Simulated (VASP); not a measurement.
# C (Fd-3m) in VASP: notebook

Runs on C. Level: LDA. Tasks: single point.

All numbers are computed with VASP 6.6.1; they aren't measurements. Logs are shortened: lines on timing, memory, paths and dates and some standing lists are left out, and cuts for length are marked.

## (1) The cell of the first run

The structure is cubic, space group Fd-3m (No. 227). Conventional cell: a = 3.532 Å, b = 3.532 Å, c = 3.532 Å, α = 90.00°, β = 90.00°, γ = 90.00°. Within 2.0 Å of C (site symmetry -43m) lie 4 C at 1.53 Å.

## (2) Single point, LDA

The input, INCAR:

```
ALGO = Normal
EDIFF = 1E-6
ENCUT = 600
GGA = CA
GGA_COMPAT = False
ISIF = 2
ISMEAR = 0
LASPH = True
LCHARG = False
LREAL = False
LWAVE = False
NBANDS = 11
NELM = 120
PREC = Accurate
SIGMA = 0.02
```

The input, KPOINTS:

```
k-points
0
Gamma
  8 8 8
```

The input, POSCAR:

```
C
1.0
    0.0000000000      1.7658830110      1.7658830110
    1.7658830110      0.0000000000      1.7658830110
    1.7658830110      1.7658830110      0.0000000000
C
2
Direct
    0.5000000000      0.5000000000      0.5000000000
    0.7500000000      0.7500000000      0.7500000000
```

Potentials or basis: VASP PAW LDA potentials, release 64 (C).

On the command line:

```sh
$ cat potpaw_LDA.64/C/POTCAR > POTCAR
$ mpirun -np 1 vasp_std > vasp.out
```

OUTCAR:

```text
EDIFF = 1E-6
   ENCUT = 600
   GGA = CA
   ISIF = 2
   ISMEAR = 0
   LASPH = True
   LREAL = False
   NELM = 120
   PREC = Accurate

 ion  position               nearest neighbor table
   1  0.500  0.500  0.500-   2 1.53   2 1.53   2 1.53   2 1.53
   2  0.750  0.750  0.750-   1 1.53   1 1.53   1 1.53   1 1.53

  LATTYP: Found a face centered cubic cell.
 ALAT       =     3.5317660220

  Lattice vectors:

 A1 = (   0.0000000000,   1.7658830110,   1.7658830110)
 A2 = (   1.7658830110,   0.0000000000,   1.7658830110)
 A3 = (   1.7658830110,   1.7658830110,   0.0000000000)

Analysis of symmetry for initial positions (statically):
=====================================================================
 Subroutine PRICEL returns:
 Original cell was already a primitive cell.

 Routine SETGRP: Setting up the symmetry group for a
 face centered cubic supercell.

 Subroutine GETGRP returns: Found 48 space group operations
 (whereof 24 operations were pure point group operations)
 out of a pool of 48 trial point group operations.

The static configuration has the point symmetry T_d .
 The point group associated with its full space group is O_h .

Analysis of symmetry for dynamics (positions and initial velocities):
=====================================================================
 Subroutine PRICEL returns:
 Original cell was already a primitive cell.

 Routine SETGRP: Setting up the symmetry group for a
 face centered cubic supercell.

 Subroutine GETGRP returns: Found 48 space group operations
 (whereof 24 operations were pure point group operations)
 out of a pool of 48 trial point group operations.

The dynamic configuration has the point symmetry T_d .
 The point group associated with its full space group is O_h .

 Subroutine INISYM returns: Found 48 space group operations
 (whereof 24 operations are pure point group operations),
 and found     1 'primitive' translations

----------------------------------------------------------------------------------------

                                     Primitive cell

  volume of cell :      11.0133

  direct lattice vectors                    reciprocal lattice vectors
     0.000000000  1.765883011  1.765883011    -0.283144465  0.283144465  0.283144465
     1.765883011  0.000000000  1.765883011     0.283144465 -0.283144465  0.283144465
     1.765883011  1.765883011  0.000000000     0.283144465  0.283144465 -0.283144465

  length of vectors
     2.497335704  2.497335704  2.497335704     0.490420599  0.490420599  0.490420599

  position of ions in fractional coordinates (direct lattice)
     0.500000000  0.500000000  0.500000000
     0.750000000  0.750000000  0.750000000

  ion indices of the primitive-cell ions
   primitive index   ion index
                 1           1
                 2           2

----------------------------------------------------------------------------------------

 KPOINTS: k-points

Automatic generation of k-mesh.
 Grid dimensions read from file:
 generate k-points for:    8    8    8

 Generating k-lattice:

  Cartesian coordinates                     Fractional coordinates (reciprocal lattice)
    -0.035393058  0.035393058  0.035393058     0.125000000  0.000000000  0.000000000
     0.035393058 -0.035393058  0.035393058     0.000000000  0.125000000  0.000000000
     0.035393058  0.035393058 -0.035393058     0.000000000  0.000000000  0.125000000

  Length of vectors
     0.061302575  0.061302575  0.061302575

  Shift w.r.t. Gamma in fractional coordinates (k-lattice)
     0.000000000  0.000000000  0.000000000

 Subroutine IBZKPT returns following result:
 ===========================================

 Found     29 irreducible k-points:

 Following reciprocal coordinates:
            Coordinates               Weight
  0.000000  0.000000  0.000000      1.000000
  0.125000  0.000000  0.000000      8.000000
  0.250000  0.000000  0.000000      8.000000
  0.375000  0.000000  0.000000      8.000000
  0.500000  0.000000  0.000000      4.000000
  0.125000  0.125000  0.000000      6.000000
[... 16 lines left out ...]
  0.500000  0.250000  0.125000     48.000000
 -0.375000  0.250000  0.125000     24.000000
 [... further k-points ...]
   k-points           NKPTS =     29   k-points in BZ     NKDIM =     29   number of bands    NBANDS=     11
   number of dos      NEDOS =    301   number of ions     NIONS =      2
   total plane-waves  NPLWV =   8000
   dimension x,y,z NGX =    20 NGY =   20 NGZ =   20
   dimension x,y,z NGXF=    40 NGYF=   40 NGZF=   40
   ions per type =               2
   NGX,Y,Z   is equivalent  to a cutoff of  13.31, 13.31, 13.31 a.u.
   NGXF,Y,Z  is equivalent  to a cutoff of  26.63, 26.63, 26.63 a.u.
 SYSTEM =  unknown system
   PREC   = accura    normal or accurate (medium, high low for compatibility)
   ISTART =      0    job   : 0-new  1-cont  2-samecut
   ICHARG =      2    charge: 1-file 2-atom 10-const
   ISPIN  =      1    spin polarized calculation?
   LNONCOLLINEAR =      F non collinear calculations
   LSORBIT =      F    spin-orbit coupling
   LASPH  =      T    aspherical Exc in radial PAW
   ENCUT  =  600.0 eV  44.10 Ry    6.64 a.u.   4.99  4.99  4.99*2*pi/ulx,y,z
   NELM   =    120;   NELMIN=  2; NELMDL= -5     # of ELM steps
   EDIFF  = 0.1E-05   stopping-criterion for ELM
   LREAL  =      F    real-space projection
   EDIFFG = 0.1E-04   stopping-criterion for IOM
   NSW    =      0    number of steps for IOM
   IBRION =     -1    ionic relax: 0-MD 1-quasi-New 2-CG
   NFREE  =      0    steps in history (QN), initial steepest desc. (CG)
   ISIF   =      2    stress and relaxation
   ISYM   =      2    0-nonsym 1-usesym 2-fastsym
   POTIM  = 0.5000    time-step for ionic-motion
   TEBEG  =    0.0;   TEEND  =   0.0 temperature during run
   PSTRESS=    0.0 pullay stress
   NELECT =       8.0000    total number of electrons
   NUPDOWN=      -1.0000    fix difference up-down
   EMIN   =  10.00;   EMAX   =-10.00  energy-range for DOS
   EFERMI =   0.00;   METHOD = LEGACY
   ISMEAR =     0;   SIGMA  =   0.02  broadening in eV -4-tet -1-fermi 0-gaus
   EFERMI_NEDOS =   21; number of points for ismear=-14 and -15
   IALGO  =     38    algorithm
   IMIX   =      4    mixing-type and parameters
     AMIX     =   0.40;   BMIX     =  1.00
     AMIX_MAG =   1.60;   BMIX_MAG =  1.00
  volume/ion in A,a.u.               =       5.51        37.16
  Fermi-wavevector in a.u.,A,eV,Ry     =   1.471633  2.780983 29.466194  2.165704
  Thomas-Fermi vector in A             =   2.586745
   LORBIT       =      0    0 simple, 1 ext, 2 COOP (PROOUT), +10 PAW based schemes
   GGA     = CA    functional components
   LHFCALC =     F    Hartree Fock is set to
   AEXX    =    0.0000 exact exchange contribution
   IVDW    =     0    specifies the selected vdW correction
   LEPSILON=     F    determine dielectric tensor
   LRPA    =     F    only Hartree local field effects (RPA)
 non-spin polarized calculation
 Gauss-broadening in eV      SIGMA  =   0.02
  energy-cutoff  :      600.00
  volume of cell :       11.01
 maximum number of plane-waves:       380
   NGX =  9   NGY =  9   NGZ =  9

 number of electron       7.9999998 magnetization

 Free energy of the ion-electron system (eV)
  ---------------------------------------------------
  ext. energy  EPLUGINS =         0.00000000
  ---------------------------------------------------
  free energy    TOTEN  =       -20.25122326 eV

  energy without entropy =      -20.25122326  energy(sigma->0) =      -20.25122326

 E-fermi :  10.3006     XC(G=0): -13.6430

 val. band max:       10.1596588564   @ k =   0.0000   0.0000   0.0000
 cond. band min:      14.3304862308   @ k =   0.3750   0.3750   0.0000
 fundamental gap:      4.1708273744
 Fermi energy:        10.3005833668

 k-point     1 :       0.0000    0.0000    0.0000
  band No.  band energies     occupation
      1     -11.5563      2.00000
      2      10.1597      2.00000
      3      10.1597      2.00000
      4      10.1597      2.00000
      5      15.7857      0.00000
      6      15.7857      0.00000
      7      15.7857      0.00000
      8      24.3968      0.00000
      9      29.5560      0.00000
     10      37.1240      0.00000
     11      37.1240      0.00000

 k-point     2 :       0.1250    0.0000    0.0000
  band No.  band energies     occupation
      1     -11.1160      2.00000
      2       7.7151      2.00000
      3       9.4880      2.00000
      4       9.4880      2.00000
      5      16.6661      0.00000
      6      16.6661      0.00000
      7      17.1544      0.00000
      8      24.6358      0.00000
      9      30.1881      0.00000
     10      33.8361      0.00000
     11      33.8361      0.00000

 k-point     3 :       0.2500    0.0000    0.0000
  band No.  band energies     occupation
      1      -9.8065      2.00000
      2       3.4843      2.00000
      3       8.3689      2.00000
      4       8.3689      2.00000
      5      18.0250      0.00000
      6      18.0251      0.00000
      7      18.6271      0.00000
      8      25.2279      0.00000
      9      30.9608      0.00000
     10      32.7244      0.00000
     11      32.7244      0.00000

 k-point     4 :       0.3750    0.0000    0.0000
  band No.  band energies     occupation
      1      -7.6865      2.00000
      2      -0.6740      2.00000
      3       7.5715      2.00000
      4       7.5715      2.00000
      5      18.6066      0.00000
      6      18.6066      0.00000
      7      19.3622      0.00000
      8      25.7151      0.00000
      9      31.4584      0.00000
     10      34.3728      0.00000
     11      34.3728      0.00000
[... 239 lines left out ...]
 k-point    22 :       0.3750    0.2500    0.1250
  band No.  band energies     occupation
      1      -8.6580      2.00000
      2       3.6333      2.00000
      3       4.5140      2.00000
      4       7.2214      2.00000
      5      16.8125      0.00000
      6      20.3327      0.00000
      7      21.9164      0.00000
      8      22.1823      0.00000
      9      31.2129      0.00000
     10      31.7761      0.00000
     11      36.0966      0.00000

 k-point    23 :       0.5000    0.2500    0.1250
  band No.  band energies     occupation
      1      -6.5783      2.00000
      2       0.1990      2.00000
      3       3.7790      2.00000
      4       5.9742      2.00000
      5      18.1864      0.00000
      6      19.9277      0.00000
      7      22.9314      0.00000
      8      23.6806      0.00000
      9      30.3776      0.00000
     10      32.7759      0.00000
     11      36.5053      0.00000

 k-point    24 :      -0.3750    0.2500    0.1250
  band No.  band energies     occupation
      1      -4.5247      2.00000
      2      -2.4636      2.00000
      3       3.7695      2.00000
      4       5.3322      2.00000
      5      18.4299      0.00000
      6      19.8640      0.00000
      7      23.6038      0.00000
      8      25.2367      0.00000
      9      28.4847      0.00000
     10      34.3286      0.00000
     11      36.7245      0.00000

 [... further k-points ...]
[... 5 lines left out ...]
  --------------------------------------------------------------------------------------
  -------------------------------------------------------------------------------------
  Total        0.0571191      0.0571191      0.0571191      0.0000000      0.0000000      0.0000000
  in kB        8.3095260      8.3095260      8.3095260      0.0000000      0.0000000      0.0000000
  external PRESSURE =       8.3095260 kB  Pullay stress =       0.0000000 kB

 VOLUME and BASIS-vectors are now :
 -----------------------------------------------------------------------------
  energy-cutoff  :      600.00
  volume of cell :       11.01
      direct lattice vectors                 reciprocal lattice vectors
     0.000000000  1.765883011  1.765883011    -0.283144465  0.283144465  0.283144465
     1.765883011  0.000000000  1.765883011     0.283144465 -0.283144465  0.283144465
     1.765883011  1.765883011  0.000000000     0.283144465  0.283144465 -0.283144465

 POSITION                                       TOTAL-FORCE (eV/Angst)
 -----------------------------------------------------------------------------------
      1.76588      1.76588      1.76588        -0.000000     -0.000000     -0.000000
      2.64882      2.64882      2.64882         0.000000      0.000000      0.000000
 -----------------------------------------------------------------------------------
    total drift:                                0.000000     -0.000000      0.000000

  FREE ENERGIE OF THE ION-ELECTRON SYSTEM (eV)
  ---------------------------------------------------
  free  energy   TOTEN  =       -20.2512232574 eV

  energy  without entropy=      -20.2512232574  energy(sigma->0) =      -20.25122326
```

It took 2.9 s on 1 thread of Intel Xeon Platinum 8375C at 2.90GHz (Ice Lake), shared host; peak memory 0.11 GiB.

What came out:

| Quantity | Value |
| --- | --- |
| Free energy | -20.2512 eV |
| Pressure | 0.8 GPa |
| Band gap on the k mesh | 4.17 eV, indirect (least direct gap 5.63 eV) |

Levels at points of the mesh, in eV from the valence-band top:
```
           k point  band 2  band 3  band 4  band 5  band 6  band 7
(0.00, 0.00, 0.00)    0.00    0.00    0.00    5.63    5.63    5.63
(0.50, 0.00, 0.00)  -13.69   -2.87   -2.87    8.51    8.51    9.42
(0.50, 0.50, 0.00)  -12.82   -6.47   -6.47    4.77    4.77   17.07
```

## (3) Single point, LDA

The input, INCAR:

```
SYSTEM = C
PREC = Accurate
ENCUT = 600
EDIFF = 1E-6
ISMEAR = 0
SIGMA = 0.1
LREAL = .FALSE.
LASPH = .TRUE.
NELM = 120
ALGO = Normal
ISIF = 2
LWAVE = .FALSE.
LCHARG = .TRUE.
GGA = CA
LELF = .TRUE.
LVHAR = .TRUE.
NBANDS = 11
GGA_COMPAT = .FALSE.
```

The input, KPOINTS:

```
regular mesh
0
G
  10 10 10
  0 0 0
```

The input, POSCAR:

```
C
1.0
    0.0000000000      1.7660493904      1.7660493904
    1.7660493904      0.0000000000      1.7660493904
    1.7660493904      1.7660493904      0.0000000000
C
2
Direct
    0.5000000000      0.5000000000      0.5000000000
    0.7500000000      0.7500000000      0.7500000000
```

Potentials or basis: VASP PAW LDA potentials, release 64 (C).

On the command line:

```sh
$ cat potpaw_LDA.64/C/POTCAR > POTCAR
$ mpirun -np 1 vasp_std > vasp.out
```

Run time: 4.2 s. Hardware: 1 thread of Intel Xeon Platinum 8375C at 2.90GHz (Ice Lake), shared host; peak memory 0.11 GiB.

The run converged. Its results:

```
Free energy            : -20.2520 eV
Pressure               : 0.7 GPa
Band gap on the k mesh : 4.20 eV, indirect (least direct gap 5.63 eV)
```

Levels at points of the mesh, in eV from the valence-band top:
| k point | band 1 | band 2 | band 3 | band 4 | band 5 | band 6 | band 7 | band 8 | band 9 |
| --- | --- | --- | --- | --- | --- | --- | --- | --- | --- |
| (0.00, 0.00, 0.00) | -21.71 | 0.00 | 0.00 | 0.00 | 5.63 | 5.63 | 5.63 | 14.23 | 19.39 |
| (0.50, 0.00, 0.00) | -15.70 | -13.69 | -2.86 | -2.86 | 8.51 | 8.51 | 9.42 | 15.67 | 21.95 |
| (0.50, 0.50, 0.00) | -12.82 | -12.82 | -6.47 | -6.47 | 4.77 | 4.77 | 17.07 | 17.07 | 23.47 |

A k mesh can miss the band edges. As with any semilocal functional, this LDA gap is likely too small.
